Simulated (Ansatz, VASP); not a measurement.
LiCl: VASP beside Ansatz

POSCAR

```
LiCl
1.0
    0.0000000000      2.5560362741      2.5560362741
    2.5560362741      0.0000000000      2.5560362741
    2.5560362741      2.5560362741      0.0000000000
Li Cl
1 1
Direct
    0.0000000000      0.0000000000      0.0000000000
    0.5000000000      0.5000000000      0.5000000000
```

The input INCAR.step1:

```
PREC = Accurate
ENCUT = 520
EDIFF = 1E-5
ISMEAR = 0
SIGMA = 0.01
LREAL = False
LASPH = True
NELM = 80
ALGO = Normal
ISIF = 2
LWAVE = True
LCHARG = False
GGA = PE
NBANDS = 12
```

The input INCAR.step2:

```
PREC = Accurate
ENCUT = 520
EDIFF = 1E-7
ISMEAR = 0
SIGMA = 0.01
LREAL = False
LASPH = True
NELM = 80
ALGO = Normal
ISIF = 2
LWAVE = False
LCHARG = False
GGA = PE
LHFCALC = True
AEXX = 0.25
PRECFOCK = Normal
ISTART = 1
NBANDS = 12
```

File KPOINTS:

```
regular mesh
0
Gamma
  6 6 6
```

Input for Ansatz:

```yaml
crystal:
  lattice:
    - [0.0, 2.5560362741, 2.5560362741]
    - [2.5560362741, 0.0, 2.5560362741]
    - [2.5560362741, 2.5560362741, 0.0]
  atoms:
    - { symbol: Li, position: [0.0, 0.0, 0.0] }
    - { symbol: Cl, position: [0.5, 0.5, 0.5] }
kpoints:
  mp_grid: { grid: [6, 6, 6] }
  band_path:
    path:
      - [0.0, 0.0, 0.0]
      - [0.5, 0.0, 0.5]
      - [0.625, 0.25, 0.625]
      - [0.375, 0.375, 0.75]
      - [0.5, 0.5, 0.5]
      - [0.5, 0.25, 0.75]
      - [-0.072917, 0.0, 0.072917]
    npoints: 1
hamiltonian:
  xc: pbe0
scf:
  occupations: { method: fixed }
  n_extra_bands: 4
output:
  forces: true
  stress: true
  eigenvalues: true
```

Alike in both runs: task single point; functional PBE0; k mesh 6 × 6 × 6; no spin polarisation.

|  | VASP | Ansatz |
| --- | --- | --- |
| version | VASP 6.6.1 | Ansatz 0.2.0 |
| potentials or method | VASP PAW PBE potentials, release 64 (Li_sv, Cl) | plane waves, PAW |
| plane-wave cutoff (eV) | 520 | 420 |
| occupations | gaussian, width 0.01 eV | fixed |
| valence electrons in the cell | 10 | 10 |

Ansatz gave:

| Item | Value |
| --- | --- |
| gap on the k mesh at the Fermi level (eV) | 8.51 |

Q: Which values does VASP return?

A: gap on the k mesh at the Fermi level (eV): 8.52.

Ansatz's warnings: stress exchange threshold loose, stress scf threshold loose.

Noted on VASP's run: the cutoff is under 1.25 times that of the potentials, so the pressure is a little rough.
